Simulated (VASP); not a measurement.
## Al2O3: single point with PBE

The system is Al2O3.

```
Al O
1.0
     2.35557    1.35999    4.35250
    -2.35557    1.35999    4.35250
     0.00000   -2.71998    4.35250
Al O
4 6
Direct
  0.85137 0.85137 0.85137
  0.35137 0.35137 0.35137
  0.14863 0.14863 0.14863
  0.64863 0.64863 0.64863
  0.44302 0.05698 0.75000
  0.05698 0.75000 0.44302
  0.55698 0.94302 0.25000
  0.25000 0.55698 0.94302
  0.94302 0.25000 0.55698
  0.75000 0.44302 0.05698
```

This cell differs from its parent crystal: epitaxial xy strain -1.0%.

| Item | Value |
| --- | --- |
| Program | VASP 6.6.1 |
| Task | single point |
| Functional | PBE |
| Potentials or basis | VASP PAW PBE potentials, release 64 (Al, O) |
| Cutoff | 520 eV |
| k mesh | 6 × 6 × 6 |
| Occupations | fermi-dirac, width 0.02 eV |
| Spin | no spin polarisation |

| Property | Result |
| --- | --- |
| Pressure | 11.7 GPa |
| Largest force | 0.029 eV/Å |
| Band gap on the k mesh | 6.45 eV, direct |

Forces in eV/Å, atoms in the order of the input:
```
Al   0.000  0.000  0.029
Al   0.000  0.000  0.029
Al   0.000  0.000 -0.029
Al   0.000  0.000 -0.029
O   -0.019  0.000  0.000
O    0.010  0.017  0.000
O    0.019  0.000  0.000
O   -0.010  0.017  0.000
O   -0.010 -0.017  0.000
O    0.010 -0.017  0.000
```

Stress tensor (GPa, compression positive):
```
13.83  0.00  0.00
 0.00 13.83  0.00
 0.00  0.00  7.34
```

Levels at points of the mesh, in eV from the valence-band top:
```tsv
k point	band 21	band 22	band 23	band 24	band 25	band 26	band 27	band 28
(0.00, 0.00, 0.00)	-0.49	-0.10	0.00	0.00	6.45	9.38	10.92	11.47
(0.50, 0.00, 0.00)	-0.93	-0.93	-0.31	-0.31	9.67	9.67	9.76	9.76
(0.50, 0.50, 0.00)	-1.02	-0.91	-0.82	-0.28	9.84	9.86	10.17	10.59
(0.50, 0.50, 0.50)	-0.34	-0.34	-0.34	-0.34	8.92	8.92	11.25	11.25
```

It took 110 s on 1 thread of Intel Xeon 6975P-C, on a shared host, peak memory 0.26 GiB.

Caveat: the cell differs from its parent crystal (epitaxial xy strain -1.0%). A k mesh can miss the band edges.
